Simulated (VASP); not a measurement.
# ZrB2 (P6/mmm) in VASP: notebook, part 2 of 2

VASP 6.6.1. Earlier steps stand in the parts before.

### Step 4. Relaxation of cell and atoms, PBEsol

This run uses another cell than the first one, of 10.08 Å³/atom, 0.943 times its volume.

The input, INCAR:

```
SYSTEM = ZrB2
PREC     = Accurate       ! precision mode
ENCUT    = 600            ! plane-wave cutoff, eV
EDIFF    = 1E-6           ! SCF threshold, eV
ISMEAR   = -1             ! smearing method
SIGMA    = 0.15           ! smearing width, eV
LREAL    = .False.        ! projectors in reciprocal space
LASPH    = .True.         ! aspherical terms in the spheres
NELM     = 100            ! most SCF steps
ALGO     = Normal         ! electronic algorithm
ISIF     = 3              ! what is computed and relaxed
LWAVE    = .False.        ! write WAVECAR
LCHARG   = .False.        ! write CHGCAR
GGA      = PS             ! functional
IBRION   = 2              ! ionic algorithm
NSW      = 80             ! ionic steps
EDIFFG   = -0.001         ! ionic threshold
```

The input, KPOINTS:

```
regular mesh
0
Gamma
  18 18 12
  0 0 0
```

The input, POSCAR:

```
ZrB2
1.0
    3.1549374828      0.0000000000      0.0000000000
   -1.5774687414      2.7322560075      0.0000000000
    0.0000000000      0.0000000000      3.5067685678
Zr B
1 2
Direct
    0.0000000000      0.0000000000      0.0000000000
    0.3333333333      0.6666666667      0.5000000000
    0.6666666667      0.3333333333      0.5000000000
```

Potentials or basis: VASP PAW PBE potentials, release 64 (Zr_sv, B).

On the command line:

```bash
cat potpaw_PBE.64/Zr_sv/POTCAR potpaw_PBE.64/B/POTCAR > POTCAR
mpirun -np 1 vasp_std > vasp.out
```

OUTCAR:

```text
SYSTEM = ZrB2
   PREC = Accurate
   ENCUT = 600
   EDIFF = 1E-6
   ISMEAR = -1
   LREAL = .False.
   LASPH = .True.
   NELM = 100
   ISIF = 3
   GGA = PS
   IBRION = 2
   NSW = 80
   EDIFFG = -0.001

 ion  position               nearest neighbor table
   1  0.000  0.000  0.000-   2 2.53   3 2.53   2 2.53   3 2.53   3 2.53   3 2.53   2 2.53   2 2.53
                             3 2.53   3 2.53   2 2.53   2 2.53
   2  0.333  0.667  0.500-   3 1.82   3 1.82   3 1.82   1 2.53   1 2.53   1 2.53   1 2.53   1 2.53
                             1 2.53
   3  0.667  0.333  0.500-   2 1.82   2 1.82   2 1.82   1 2.53   1 2.53   1 2.53   1 2.53   1 2.53
                             1 2.53

  LATTYP: Found a hexagonal cell.
 ALAT       =     3.1549374828
 C/A-ratio  =     1.1115176091

  Lattice vectors:

 A1 = (   3.1549374828,   0.0000000000,   0.0000000000)
 A2 = (  -1.5774687414,   2.7322560075,   0.0000000000)
 A3 = (   0.0000000000,   0.0000000000,   3.5067685678)

Analysis of symmetry for initial positions (statically):
=====================================================================
 Subroutine PRICEL returns:
 Original cell was already a primitive cell.

 Routine SETGRP: Setting up the symmetry group for a
 hexagonal supercell.

 Subroutine GETGRP returns: Found 24 space group operations
 (whereof 24 operations were pure point group operations)
 out of a pool of 24 trial point group operations.

The static configuration has the point symmetry D_6h.

Analysis of symmetry for dynamics (positions and initial velocities):
=====================================================================
 Subroutine PRICEL returns:
 Original cell was already a primitive cell.

 Routine SETGRP: Setting up the symmetry group for a
 hexagonal supercell.

 Subroutine GETGRP returns: Found 24 space group operations
 (whereof 24 operations were pure point group operations)
 out of a pool of 24 trial point group operations.

The dynamic configuration has the point symmetry D_6h.

 Subroutine INISYM returns: Found 24 space group operations
 (whereof 24 operations are pure point group operations),
 and found     1 'primitive' translations

----------------------------------------------------------------------------------------

                                     Primitive cell

  volume of cell :      30.2287

  direct lattice vectors                    reciprocal lattice vectors
     3.154937483  0.000000000  0.000000000     0.316963491  0.182998957  0.000000000
    -1.577468741  2.732256008  0.000000000     0.000000000  0.365997914  0.000000000
     0.000000000  0.000000000  3.506768568     0.000000000  0.000000000  0.285162816

  length of vectors
     3.154937483  3.154937483  3.506768568     0.365997914  0.365997914  0.285162816

  position of ions in fractional coordinates (direct lattice)
     0.000000000  0.000000000  0.000000000
     0.333333333  0.666666667  0.500000000
     0.666666667  0.333333333  0.500000000

  ion indices of the primitive-cell ions
   primitive index   ion index
                 1           1
                 2           2
                 3           3

----------------------------------------------------------------------------------------

[... 62 lines left out ...]
   ICHARG =      2    charge: 1-file 2-atom 10-const
   ISPIN  =      1    spin polarized calculation?
   LNONCOLLINEAR =      F non collinear calculations
   LSORBIT =      F    spin-orbit coupling
   LASPH  =      T    aspherical Exc in radial PAW
   ENCUT  =  600.0 eV  44.10 Ry    6.64 a.u.   6.30  6.30  7.00*2*pi/ulx,y,z
   NELM   =    100;   NELMIN=  2; NELMDL= -5     # of ELM steps
   EDIFF  = 0.1E-05   stopping-criterion for ELM
   LREAL  =      F    real-space projection
   EDIFFG = -.1E-02   stopping-criterion for IOM
   NSW    =     80    number of steps for IOM
   IBRION =      2    ionic relax: 0-MD 1-quasi-New 2-CG
   NFREE  =      1    steps in history (QN), initial steepest desc. (CG)
   ISIF   =      3    stress and relaxation
   ISYM   =      2    0-nonsym 1-usesym 2-fastsym
   POTIM  = 0.5000    time-step for ionic-motion
   TEBEG  =    0.0;   TEEND  =   0.0 temperature during run
   PSTRESS=    0.0 pullay stress
   NELECT =      18.0000    total number of electrons
   NUPDOWN=      -1.0000    fix difference up-down
   EMIN   =  10.00;   EMAX   =-10.00  energy-range for DOS
   EFERMI =   0.00;   METHOD = LEGACY
   ISMEAR =    -1;   SIGMA  =   0.15  broadening in eV -4-tet -1-fermi 0-gaus
   EFERMI_NEDOS =   21; number of points for ismear=-14 and -15
   IALGO  =     38    algorithm
   IMIX   =      4    mixing-type and parameters
     AMIX     =   0.40;   BMIX     =  1.00
     AMIX_MAG =   1.60;   BMIX_MAG =  1.00
  volume/ion in A,a.u.               =      10.08        68.00
  Fermi-wavevector in a.u.,A,eV,Ry     =   1.377292  2.602704 25.809331  1.896932
  Thomas-Fermi vector in A             =   2.502458
   LORBIT       =      0    0 simple, 1 ext, 2 COOP (PROOUT), +10 PAW based schemes
   GGA     = PS    functional components
   LHFCALC =     F    Hartree Fock is set to
   AEXX    =    0.0000 exact exchange contribution
   IVDW    =     0    specifies the selected vdW correction
   LEPSILON=     F    determine dielectric tensor
   LRPA    =     F    only Hartree local field effects (RPA)
 conjugate gradient relaxation of ions
 non-spin polarized calculation
  energy-cutoff  :      600.00
  volume of cell :       30.23
 maximum number of plane-waves:      1022
 NGX is ok and might be reduce to    28
   NGX = 13   NGY = 13   NGZ = 15

--------------------------------------- Ionic step        1  -------------------------------------------

 number of electron      18.0000000 magnetization

 Free energy of the ion-electron system (eV)
  ---------------------------------------------------
  ext. energy  EPLUGINS =         0.00000000
  ---------------------------------------------------
  free energy    TOTEN  =       -26.41416754 eV

  energy without entropy =      -26.39308407  energy(sigma->0) =      -26.40362581

------------------------ aborting loop because EDIFF is reached ----------------------------------------

  FORCE on cell =-STRESS in cart. coord.  units (eV):
  Direction    XX          YY          ZZ          XY          YZ          ZX
  --------------------------------------------------------------------------------------
  -------------------------------------------------------------------------------------
  Total        0.0790498      0.0790498      0.0609430      0.0000000     -0.0000000      0.0000000
  in kB        4.1897886      4.1897886      3.2300949      0.0000000     -0.0000000      0.0000000
  external PRESSURE =       3.8698907 kB  Pullay stress =       0.0000000 kB
[... 61 lines left out ...]
--------------------------------------- Ionic step        3  -------------------------------------------

 number of electron      18.0000000 magnetization

 Free energy of the ion-electron system (eV)
  ---------------------------------------------------
  ext. energy  EPLUGINS =         0.00000000
  ---------------------------------------------------
  free energy    TOTEN  =       -26.41421793 eV

  energy without entropy =      -26.39309164  energy(sigma->0) =      -26.40365479

 E-fermi :  10.5878     XC(G=0): -12.6111

 val. band max:       10.5598118293   @ k =   0.1111   0.0000   0.4167
 cond. band min:      10.6398058029   @ k =   0.2222   0.2222   0.0833
 fundamental gap:      0.0799939735
 Fermi energy:        10.5877629490

 k-point     1 :       0.0000    0.0000    0.0000
  band No.  band energies     occupation
      1     -37.8489      2.00000
      2     -16.0837      2.00000
      3     -15.5010      2.00000
      4     -15.5010      2.00000
      5      -2.1655      2.00000
      6       7.9276      2.00000
      7       7.9276      2.00000
      8       7.9515      2.00000
      9       8.3092      2.00000
     10      14.0639      0.00000
     11      14.0639      0.00000
     12      14.8991      0.00000
     13      14.8991      0.00000
[... 354 lines left out ...]
  band No.  band energies     occupation
      1     -37.7240      2.00000
      2     -16.4344      2.00000
      3     -15.8974      2.00000
      4     -15.7971      2.00000
      5       1.2574      2.00000
      6       2.7757      2.00000
      7       6.2916      2.00000
      8       6.8491      2.00000
      9       9.1500      1.99986
     10      11.0109      0.11240
     11      13.9882      0.00000
     12      15.2309      0.00000
     13      15.7676      0.00000

 [... further k-points ...]

------------------------ aborting loop because EDIFF is reached ----------------------------------------

  FORCE on cell =-STRESS in cart. coord.  units (eV):
  Direction    XX          YY          ZZ          XY          YZ          ZX
  --------------------------------------------------------------------------------------
  -------------------------------------------------------------------------------------
  Total        0.0010906      0.0010906     -0.0020637      0.0000000     -0.0000000      0.0000000
  in kB        0.0577197      0.0577197     -0.1092243      0.0000000     -0.0000000      0.0000000
  external PRESSURE =       0.0020717 kB  Pullay stress =       0.0000000 kB
[... 18 lines left out ...]
  FREE ENERGIE OF THE ION-ELECTRON SYSTEM (eV)
  ---------------------------------------------------
  free  energy   TOTEN  =       -26.4142179324 eV

  energy  without entropy=      -26.3930916448  energy(sigma->0) =      -26.40365479

 reached required accuracy - stopping structural energy minimisation
```

Run time: 8.2 min. Hardware: 1 thread of Intel Xeon 6975P-C, shared host; peak memory 0.24 GiB.

Results:

```
Free energy                            : -26.4142 eV
Relaxed volume                         : 10.09 Å³/atom
Relaxed cell                           : a = 3.157 Å, b = 3.157 Å, c = 3.508 Å, α = 90.00°, β = 90.00°, γ = 120.00°
Space group after relaxing (to 0.05 Å) : P6/mmm (No. 191)
Energy gained by relaxing              : 0.0 meV/atom
Ionic steps                            : 3
Pressure after relaxing                : 0.0 GPa
Band gap on the k mesh                 : zero (band 9 reaches 11.34 eV, above the bottom of band 10 at 10.09 eV)
```

Final structure:
```
Zr B
1.0
     3.15656    0.00000    0.00000
    -1.57828    2.73366    0.00000
     0.00000    0.00000    3.50816
Zr B
1 2
Direct
  0.00000 0.00000 0.00000
  0.33333 0.66667 0.50000
  0.66667 0.33333 0.50000
```

Levels at points of the mesh, in eV from the Fermi level:
```tsv
k point	band 5	band 6	band 7	band 8	band 9	band 10	band 11	band 12	band 13
(0.00, 0.00, 0.00)	-12.75	-2.66	-2.66	-2.64	-2.28	3.48	3.48	4.31	4.31
(0.50, 0.00, 0.00)	-9.01	-8.45	-3.92	-3.05	-2.74	2.30	2.35	5.04	5.14
(0.00, 0.00, 0.50)	-10.62	-7.00	-0.94	-0.94	0.30	0.30	0.79	0.79	1.92
(0.50, 0.00, 0.50)	-9.95	-6.95	-4.66	-4.18	-1.94	3.86	4.17	5.43	6.46
```

Caveat: the PAW data sets were made with another functional, which shifts forces and pressure a little.

### Step 5. Single point, PBEsol (volume scaled by 1.10, then relaxed in part)

The input, INCAR:

```
SYSTEM = ZrB2
PREC = Accurate
ENCUT = 520
EDIFF = 1E-7
ISMEAR = 0
SIGMA = 0.1
LREAL = .False.
LASPH = .True.
NELM = 60
ALGO = Normal
ISIF = 2
LWAVE = .False.
LCHARG = .False.
GGA = PS
NBANDS = 16
```

KPOINTS is that of step 4.

The input, POSCAR:

```
ZrB2
1.0
    3.2494708853      0.0000000000      0.0000000000
   -1.6247354426      2.8141243355      0.0000000000
    0.0000000000      0.0000000000      3.6362690189
Zr B
1 2
Direct
    0.0000000000      0.0000000000      0.0000000000
    0.3333333333      0.6666666667      0.5000000000
    0.6666666667      0.3333333333      0.5000000000
```

On the command line:

```bash
cat potpaw_PBE.64/Zr_sv/POTCAR potpaw_PBE.64/B/POTCAR > POTCAR
mpirun -np 1 vasp_std > vasp.out
```

Run time: 51 s. Hardware: 1 thread of Intel Xeon Platinum 8559C (Emerald Rapids), shared host; peak memory 0.24 GiB.

It converged, with:

| Item | Value |
| --- | --- |
| Free energy | -26.2088 eV |
| Pressure | -19.5 GPa |
| Band gap on the k mesh | zero (band 9 reaches 10.29 eV, above the bottom of band 10 at 9.09 eV) |

Levels at points of the mesh, in eV from the Fermi level:
```
           k point  band 5  band 6  band 7  band 8  band 9  band 10  band 11  band 12  band 13  band 14
(0.00, 0.00, 0.00)  -12.37   -2.50   -2.49   -2.49   -2.42     3.01     3.01     3.74     3.74     4.40
(0.50, 0.00, 0.00)   -8.65   -8.44   -3.70   -2.98   -2.54     2.03     2.06     4.44     4.44     5.96
(0.00, 0.00, 0.50)  -10.60   -6.79   -0.93   -0.93    0.27     0.27     0.66     0.66     1.53     4.85
(0.50, 0.00, 0.50)   -9.57   -6.91   -4.36   -3.93   -2.17     3.25     3.67     4.76     5.49     5.81
```

Caveat: the cell differs from its parent crystal (volume scaled by 1.10, then relaxed in part); the PAW data sets were made with another functional, which shifts forces and pressure a little.

### Step 6. Single point, PBEsol (volume scaled by 0.88, then relaxed in part)

The input, INCAR:

```
PREC = Accurate
ENCUT = 520
EDIFF = 1E-6
ISMEAR = 0
SIGMA = 0.1
LREAL = False
LASPH = True
NELM = 100
ALGO = Normal
ISIF = 2
LWAVE = False
LCHARG = True
GGA = PS
LELF = True
LVHAR = True
NBANDS = 16
```

The input, KPOINTS:

```
Automatic mesh
0
Gamma
  18 18 12
```

The input, POSCAR:

```
ZrB2
1.0
    3.0287959493      0.0000000000      0.0000000000
   -1.5143979747      2.6230142349      0.0000000000
    0.0000000000      0.0000000000      3.3483531864
Zr B
1 2
Direct
    0.0000000000      0.0000000000      0.0000000000
    0.3333333333      0.6666666667      0.5000000000
    0.6666666667      0.3333333333      0.5000000000
```

Potentials or basis: VASP PAW PBE potentials, release 64 (Zr_sv, B).

On the command line:

```bash
cat potpaw_PBE.64/Zr_sv/POTCAR potpaw_PBE.64/B/POTCAR > POTCAR
mpirun -np 1 vasp_std > vasp.out
```

Wall time 44 s (1 thread of Intel Xeon Platinum 8559C (Emerald Rapids), shared host); peak memory 0.22 GiB.

It converged, with:

* Free energy: -25.9730 eV
* Pressure: 41.5 GPa
* Band gap on the k mesh: zero (band 9 reaches 12.90 eV, above the bottom of band 10 at 11.55 eV)

Stress tensor (GPa, compression positive):
```
41.48  0.00  0.00
 0.00 41.48  0.00
 0.00  0.00 41.55
```

Levels at points of the mesh, in eV from the Fermi level:
```
           k point  band 5  band 6  band 7  band 8  band 9  band 10  band 11  band 12  band 13  band 14
(0.00, 0.00, 0.00)  -13.35   -3.02   -3.02   -2.99   -2.15     4.05     4.05     5.01     5.01     5.67
(0.50, 0.00, 0.00)   -9.62   -8.46   -4.41   -3.23   -3.19     2.54     2.70     5.84     6.04     7.49
(0.00, 0.00, 0.50)  -10.60   -7.35   -1.07   -1.07    0.24     0.24     0.84     0.84     2.31     5.31
(0.50, 0.00, 0.50)  -10.65   -7.05   -5.22   -4.68   -1.58     4.62     4.82     6.36     7.78     7.80
```

Caveat: the cell differs from its parent crystal (volume scaled by 0.88, then relaxed in part); the PAW data sets were made with another functional, which shifts forces and pressure a little.

### Step 7. The runs side by side

| task | cell | cutoff (eV) | smearing | gap on the mesh (eV) | pressure (GPa) |
| --- | --- | --- | --- | --- | --- |
| relaxation of shape and atoms at fixed volume | relaxed from a = 3.215, b = 3.215, c = 3.580 Å, angles 90.0, 90.0, 120.0°, 3 atoms | 600 | gaussian 0.1 eV | none | -12.7 |
| relaxation of shape and atoms at fixed volume | relaxed from a = 3.253, b = 3.253, c = 3.629 Å, angles 90.0, 90.0, 120.0°, 3 atoms | 600 | gaussian 0.1 eV | none | -19.5 |
| relaxation of cell and atoms | relaxed from a = 3.155, b = 3.155, c = 3.507 Å, angles 90.0, 90.0, 120.0°, 3 atoms | 600 | fermi-dirac 0.15 eV | none | 0.0 |
| single point | a = 3.249, b = 3.249, c = 3.636 Å, angles 90.0, 90.0, 120.0°, 3 atoms | 520 | gaussian 0.1 eV | none | -19.5 |
| single point | a = 3.029, b = 3.029, c = 3.348 Å, angles 90.0, 90.0, 120.0°, 3 atoms | 520 | gaussian 0.1 eV | none | 41.5 |

Alike in all rows: level PBEsol; potentials or basis VASP PAW PBE potentials, release 64 (Zr_sv, B); no spin polarisation; k mesh 18 × 18 × 12.

Caveats: the PAW data sets were made with another functional, which shifts forces and pressure a little.

Absolute energies hang on the potentials; compare differences alone.
